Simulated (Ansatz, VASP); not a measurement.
# SnTe in VASP and in Ansatz

Contents of INCAR:

```
SYSTEM = SnTe
PREC = Accurate
ENCUT = 500
EDIFF = 1E-7
ISMEAR = 0
SIGMA = 0.01
LREAL = .FALSE.
LASPH = .TRUE.
NELM = 120
ALGO = Normal
ISIF = 3
LWAVE = .FALSE.
LCHARG = .FALSE.
GGA = PS
IBRION = 2
NSW = 80
EDIFFG = -0.02
GGA_COMPAT = .FALSE.
NELMIN = 4
```

Contents of KPOINTS:

```
Automatic mesh
0
G
  6 6 6
  0 0 0
```

The input POSCAR:

```
SnTe
1.0
    0.0000000000      3.6111460000      3.6111460000
    3.6111460000      0.0000000000      3.6111460000
    3.6111460000      3.6111460000      0.0000000000
Sn Te
1 1
Direct
    0.0000000000      0.0000000000      0.0000000000
    0.7500000000      0.7500000000      0.7500000000
```

Input for Ansatz:

```yaml
crystal:
  lattice:
    - [0.0, 3.611146, 3.611146]
    - [3.611146, 0.0, 3.611146]
    - [3.611146, 3.611146, 0.0]
  atoms:
    - { symbol: Sn, position: [0.0, 0.0, 0.0] }
    - { symbol: Te, position: [0.7499999999999999, 0.7499999999999999, 0.7499999999999999] }
kpoints:
  mp_grid:
    grid: [6, 6, 6]
hamiltonian:
  xc: pbesol
scf:
  occupations:
    method: fixed
relax:
  f_tol: 0.02
  cell: {}
output:
  eigenvalues: true
```

Alike in both runs: task relaxation of cell and atoms; functional PBEsol; k mesh 6 × 6 × 6; no spin polarisation.

|  | VASP | Ansatz |
| --- | --- | --- |
| version | VASP 6.6.1 | Ansatz 0.2.0 |
| potentials or method | VASP PAW PBE potentials, release 64 (Sn_d, Te) | plane waves, PAW |
| plane-wave cutoff (eV) | 500 | 420 |
| occupations | gaussian, width 0.01 eV | fixed |
| valence electrons in the cell | 20 | 30 |

```csv
,VASP,Ansatz,Ansatz less VASP
"gap on the k mesh at the Fermi level, each at its own relaxed structure (eV)",0.09,0.09,+0.006
relaxed volume (Å³/atom),44.56,44.60,+0.041
relaxed cell length with the largest relative difference (Å),5.014,5.015,+0.0015
```

VASP's potentials were made for PBE, not for PBEsol. VASP's potentials hold 20 valence electrons a cell and Ansatz's 30, so a difference there can come from the potentials and not from the codes.

Spin-orbit coupling is off throughout.
